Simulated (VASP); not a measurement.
A run of VASP 6.6.1:

The input INCAR:

```
  PREC = Accurate
  ENCUT = 650
  EDIFF = 1E-8
  ISMEAR = -1
  SIGMA = 0.03
  LREAL = F
  LASPH = T
  NELM = 120
  ALGO = Normal
  ISIF = 2
  LWAVE = F
  LCHARG = F
  GGA = PS
  LEFG = T
  NBANDS = 13
  GGA_COMPAT = F
```

Contents of KPOINTS:

```
regular mesh
0
Gamma
  9 9 9
```

File POSCAR:

```
Li2O
1.0
    0.0000000000      2.2864050000      2.3095000000
    2.2864050000      0.0000000000      2.3095000000
    2.2864050000      2.2864050000      0.0000000000
Li O
2 1
Direct
    0.2500000000      0.2500000000      0.2500000000
    0.7500000000      0.7500000000      0.7500000000
    0.0000000000      0.0000000000      0.0000000000
```

Potentials or basis: VASP PAW PBE potentials, release 64 (Li_sv, O).

The run is started by

```console
$ cat potpaw_PBE.64/Li_sv/POTCAR potpaw_PBE.64/O/POTCAR > POTCAR
$ mpirun -np 1 vasp_std > vasp.out
```

Hardware: 1 thread of Intel(R) Xeon(R) 6975P-C (Granite Rapids) (shared host).

**Question.** How long does it take, and how much memory?

**Answer.** Run time: 24 s on 1 thread of Intel(R) Xeon(R) 6975P-C (Granite Rapids), on a shared host, peak memory 0.17 GiB. Counts: scf iterations 16, k points 75.
